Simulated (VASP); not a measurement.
# Ge: single point with PBEsol

Crystal: Ge.

```
Ge
1.0
    -2.57449    2.57449    1.34152
     2.57449   -2.57449    1.34152
     2.57449    2.57449   -1.34152
Ge
2
Direct
  0.50000 0.50000 0.00000
  0.25000 0.75000 0.50000
```

| Property | Result |
| --- | --- |
| Program | VASP 6.6.1 |
| Task | single point |
| Functional | PBEsol |
| Potentials or basis | VASP PAW PBE potentials, release 64 (Ge_d) |
| Cutoff | 520 eV |
| k mesh | 9 × 9 × 9 |
| Occupations | fermi-dirac, width 0.05 eV |
| Spin | no spin polarisation |

```
Pressure               : 2.5 GPa
Band gap on the k mesh : zero (bands 14 and 15 overlap by 4.74 eV)
```

Stress tensor (GPa, compression positive):
```
1.40 0.00 0.00
0.00 1.40 0.00
0.00 0.00 4.84
```

Levels at points of the mesh, in eV from the Fermi level:
| k point | band 11 | band 12 | band 13 | band 14 | band 15 | band 16 | band 17 | band 18 |
| --- | --- | --- | --- | --- | --- | --- | --- | --- |
| (0.00, 0.00, 0.00) | -13.71 | -4.48 | -2.68 | -2.68 | 2.96 | 7.41 | 7.41 | 9.20 |

It took 77 s on 1 thread of Intel Xeon 8259CL, on a shared host, peak memory 0.19 GiB.

Caveat: the PAW data sets were made with another functional, which shifts forces and pressure a little.
